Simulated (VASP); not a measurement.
# BiTe (Fm-3m) in VASP: further runs, part 2 of 2

VASP 6.6.1. The steps go on from the part before.

## Step 3: Single point, PBEsol (31.30 Å³/atom)

This run uses another cell than the first one, of 31.30 Å³/atom.

File INCAR:

```
SYSTEM = BiTe
  PREC = Accurate
  ENCUT = 520
  EDIFF = 1E-7
  ISMEAR = 0
  SIGMA = 0.05
  LREAL = .FALSE.
  LASPH = .TRUE.
  NELM = 80
  ALGO = Normal
  ISIF = 2
  LWAVE = .FALSE.
  LCHARG = .FALSE.
  GGA = PS
  NBANDS = 18
```

File KPOINTS:

```
Automatic mesh
0
G
  8 8 8
  0 0 0
```

File POSCAR:

```
BiTe
1.0
    0.0000000000      3.1513397850      3.1513397850
    3.1513397850      0.0000000000      3.1513397850
    3.1513397850      3.1513397850      0.0000000000
Bi Te
1 1
Direct
    0.5000000000      0.5000000000      0.5000000000
    0.0000000000      0.0000000000      0.0000000000
```

Potentials or basis: VASP PAW PBE potentials, release 64 (Bi_d, Te).

Command:

```
> cat potpaw_PBE.64/Bi_d/POTCAR potpaw_PBE.64/Te/POTCAR > POTCAR
> mpirun -np 1 vasp_std > vasp.out
```

OUTCAR:

```text
SYSTEM = BiTe
   PREC = Accurate
   ENCUT = 520
   EDIFF = 1E-7
   ISMEAR = 0
   LREAL = .FALSE.
   LASPH = .TRUE.
   NELM = 80
   ISIF = 2
   GGA = PS

 ion  position               nearest neighbor table
   1  0.500  0.500  0.500-   2 3.15   2 3.15   2 3.15   2 3.15   2 3.15   2 3.15
   2  0.000  0.000  0.000-   1 3.15   1 3.15   1 3.15   1 3.15   1 3.15   1 3.15

  LATTYP: Found a face centered cubic cell.
 ALAT       =     6.3026795700

  Lattice vectors:

 A1 = (   0.0000000000,   3.1513397850,   3.1513397850)
 A2 = (   3.1513397850,   0.0000000000,   3.1513397850)
 A3 = (   3.1513397850,   3.1513397850,   0.0000000000)

Analysis of symmetry for initial positions (statically):
=====================================================================
 Subroutine PRICEL returns:
 Original cell was already a primitive cell.

 Routine SETGRP: Setting up the symmetry group for a
 face centered cubic supercell.

 Subroutine GETGRP returns: Found 48 space group operations
 (whereof 48 operations were pure point group operations)
 out of a pool of 48 trial point group operations.

The static configuration has the point symmetry O_h .

Analysis of symmetry for dynamics (positions and initial velocities):
=====================================================================
 Subroutine PRICEL returns:
 Original cell was already a primitive cell.

 Routine SETGRP: Setting up the symmetry group for a
 face centered cubic supercell.

 Subroutine GETGRP returns: Found 48 space group operations
 (whereof 48 operations were pure point group operations)
 out of a pool of 48 trial point group operations.

The dynamic configuration has the point symmetry O_h .

 Subroutine INISYM returns: Found 48 space group operations
 (whereof 48 operations are pure point group operations),
 and found     1 'primitive' translations

----------------------------------------------------------------------------------------

                                     Primitive cell

  volume of cell :      62.5915

  direct lattice vectors                    reciprocal lattice vectors
     0.000000000  3.151339785  3.151339785    -0.158662675  0.158662675  0.158662675
     3.151339785  0.000000000  3.151339785     0.158662675 -0.158662675  0.158662675
     3.151339785  3.151339785  0.000000000     0.158662675  0.158662675 -0.158662675

  length of vectors
     4.456667464  4.456667464  4.456667464     0.274811814  0.274811814  0.274811814

  position of ions in fractional coordinates (direct lattice)
     0.500000000  0.500000000  0.500000000
     0.000000000  0.000000000  0.000000000

  ion indices of the primitive-cell ions
   primitive index   ion index
                 1           1
                 2           2

----------------------------------------------------------------------------------------

 KPOINTS: Automatic mesh

Automatic generation of k-mesh.
 Grid dimensions read from file:
 generate k-points for:    8    8    8

 Generating k-lattice:

  Cartesian coordinates                     Fractional coordinates (reciprocal lattice)
    -0.019832834  0.019832834  0.019832834     0.125000000  0.000000000  0.000000000
     0.019832834 -0.019832834  0.019832834     0.000000000  0.125000000  0.000000000
     0.019832834  0.019832834 -0.019832834     0.000000000  0.000000000  0.125000000

  Length of vectors
     0.034351477  0.034351477  0.034351477

  Shift w.r.t. Gamma in fractional coordinates (k-lattice)
     0.000000000  0.000000000  0.000000000

 Subroutine IBZKPT returns following result:
 ===========================================

 Found     29 irreducible k-points:

 Following reciprocal coordinates:
            Coordinates               Weight
  0.000000  0.000000  0.000000      1.000000
  0.125000  0.000000  0.000000      8.000000
  0.250000  0.000000  0.000000      8.000000
  0.375000  0.000000  0.000000      8.000000
  0.500000  0.000000  0.000000      4.000000
  0.125000  0.125000  0.000000      6.000000
[... 16 lines left out ...]
  0.500000  0.250000  0.125000     48.000000
 -0.375000  0.250000  0.125000     24.000000
 [... further k-points ...]
   k-points           NKPTS =     29   k-points in BZ     NKDIM =     29   number of bands    NBANDS=     18
   number of dos      NEDOS =    301   number of ions     NIONS =      2
   total plane-waves  NPLWV =  46656
   dimension x,y,z NGX =    36 NGY =   36 NGZ =   36
   dimension x,y,z NGXF=    72 NGYF=   72 NGZF=   72
   ions per type =               1   1
   NGX,Y,Z   is equivalent  to a cutoff of  13.43, 13.43, 13.43 a.u.
   NGXF,Y,Z  is equivalent  to a cutoff of  26.86, 26.86, 26.86 a.u.
 SYSTEM =  BiTe
   PREC   = accura    normal or accurate (medium, high low for compatibility)
   ISTART =      0    job   : 0-new  1-cont  2-samecut
   ICHARG =      2    charge: 1-file 2-atom 10-const
   ISPIN  =      1    spin polarized calculation?
   LNONCOLLINEAR =      F non collinear calculations
   LSORBIT =      F    spin-orbit coupling
   LASPH  =      T    aspherical Exc in radial PAW
   ENCUT  =  520.0 eV  38.22 Ry    6.18 a.u.   8.29  8.29  8.29*2*pi/ulx,y,z
   NELM   =     80;   NELMIN=  2; NELMDL= -5     # of ELM steps
   EDIFF  = 0.1E-06   stopping-criterion for ELM
   LREAL  =      F    real-space projection
   EDIFFG = 0.1E-05   stopping-criterion for IOM
   NSW    =      0    number of steps for IOM
   IBRION =     -1    ionic relax: 0-MD 1-quasi-New 2-CG
   NFREE  =      0    steps in history (QN), initial steepest desc. (CG)
   ISIF   =      2    stress and relaxation
   ISYM   =      2    0-nonsym 1-usesym 2-fastsym
   POTIM  = 0.5000    time-step for ionic-motion
   TEBEG  =    0.0;   TEEND  =   0.0 temperature during run
   PSTRESS=    0.0 pullay stress
   NELECT =      21.0000    total number of electrons
   NUPDOWN=      -1.0000    fix difference up-down
   EMIN   =  10.00;   EMAX   =-10.00  energy-range for DOS
   EFERMI =   0.00;   METHOD = LEGACY
   ISMEAR =     0;   SIGMA  =   0.05  broadening in eV -4-tet -1-fermi 0-gaus
   EFERMI_NEDOS =   21; number of points for ismear=-14 and -15
   IALGO  =     38    algorithm
   IMIX   =      4    mixing-type and parameters
     AMIX     =   0.40;   BMIX     =  1.00
     AMIX_MAG =   1.60;   BMIX_MAG =  1.00
  volume/ion in A,a.u.               =      31.30       211.19
  Fermi-wavevector in a.u.,A,eV,Ry     =   1.137565  2.149685 17.606660  1.294053
  Thomas-Fermi vector in A             =   2.274269
   LORBIT       =      0    0 simple, 1 ext, 2 COOP (PROOUT), +10 PAW based schemes
   GGA     = PS    functional components
   LHFCALC =     F    Hartree Fock is set to
   AEXX    =    0.0000 exact exchange contribution
   IVDW    =     0    specifies the selected vdW correction
   LEPSILON=     F    determine dielectric tensor
   LRPA    =     F    only Hartree local field effects (RPA)
 non-spin polarized calculation
 Gauss-broadening in eV      SIGMA  =   0.05
  energy-cutoff  :      520.00
  volume of cell :       62.59
 maximum number of plane-waves:      1708
 NGX is ok and might be reduce to    36
   NGX = 17   NGY = 17   NGZ = 17

 number of electron      21.0000000 magnetization

 Free energy of the ion-electron system (eV)
  ---------------------------------------------------
  ext. energy  EPLUGINS =         0.00000000
  ---------------------------------------------------
  free energy    TOTEN  =        -7.97611824 eV

  energy without entropy =       -7.97378668  energy(sigma->0) =       -7.97495246

 E-fermi :   7.4422     XC(G=0):  -9.9436

 val. band max:        7.4223762569   @ k =   0.5000   0.2500   0.1250
 cond. band min:       7.5561909544   @ k =  -0.2500   0.2500   0.0000
 fundamental gap:      0.1338146974
 Fermi energy:         7.4421707685

 k-point     1 :       0.0000    0.0000    0.0000
  band No.  band energies     occupation
      1     -15.6085      2.00000
      2     -15.6085      2.00000
      3     -15.5991      2.00000
      4     -15.5991      2.00000
      5     -15.5991      2.00000
      6      -6.6312      2.00000
[... 10 lines left out ...]
     17      13.7001      0.00000
     18      13.8631      0.00000
[... 463 lines left out ...]
 k-point    24 :      -0.3750    0.2500    0.1250
  band No.  band energies     occupation
      1     -15.6195      2.00000
      2     -15.6117      2.00000
      3     -15.5950      2.00000
      4     -15.5920      2.00000
      5     -15.5876      2.00000
      6      -4.2449      2.00000
[... 10 lines left out ...]
     17      16.5611      0.00000
     18      18.7987      0.00000

 [... further k-points ...]

------------------------ aborting loop because EDIFF is reached ----------------------------------------

  FORCE on cell =-STRESS in cart. coord.  units (eV):
  Direction    XX          YY          ZZ          XY          YZ          ZX
  --------------------------------------------------------------------------------------
  -------------------------------------------------------------------------------------
  Total        0.9718474      0.9718474      0.9718474      0.0000000     -0.0000000     -0.0000000
  in kB       24.8767103     24.8767103     24.8767103      0.0000000     -0.0000000     -0.0000000
  external PRESSURE =      24.8767103 kB  Pullay stress =       0.0000000 kB

 VOLUME and BASIS-vectors are now :
 -----------------------------------------------------------------------------
  energy-cutoff  :      520.00
  volume of cell :       62.59
      direct lattice vectors                 reciprocal lattice vectors
     0.000000000  3.151339785  3.151339785    -0.158662675  0.158662675  0.158662675
     3.151339785  0.000000000  3.151339785     0.158662675 -0.158662675  0.158662675
     3.151339785  3.151339785  0.000000000     0.158662675  0.158662675 -0.158662675

 POSITION                                       TOTAL-FORCE (eV/Angst)
 -----------------------------------------------------------------------------------
      3.15134      3.15134      3.15134         0.000000      0.000000      0.000000
      0.00000      0.00000      0.00000        -0.000000     -0.000000     -0.000000
 -----------------------------------------------------------------------------------
    total drift:                                0.000000      0.000000      0.000000

  FREE ENERGIE OF THE ION-ELECTRON SYSTEM (eV)
  ---------------------------------------------------
  free  energy   TOTEN  =        -7.9761182419 eV

  energy  without entropy=       -7.9737866770  energy(sigma->0) =       -7.97495246
```

Wall time 15 s (1 thread of Intel Xeon 6975P-C (Granite Rapids), shared host); peak memory 0.21 GiB.

What came out:

```yaml
Free_energy: -7.9761 eV
Pressure: 2.5 GPa
Band_gap_on_the_k_mesh: zero (an odd number of electrons rules out a gap without spin polarisation)
```

Levels at points of the mesh, in eV from the Fermi level:
```csv
k point,band 8,band 9,band 10,band 11,band 12,band 13
"(0.00, 0.00, 0.00)",-2.71,-2.71,-2.71,2.35,2.35,2.35
"(0.50, 0.00, 0.00)",-2.03,-2.03,-1.54,-0.85,-0.72,-0.72
"(0.50, 0.50, 0.00)",-6.19,-4.36,-4.36,1.92,4.01,4.01
```

Caveat: the PAW data sets were made with another functional, which shifts forces and pressure a little; spin-orbit coupling is left out, which moves the levels of the heavy elements.
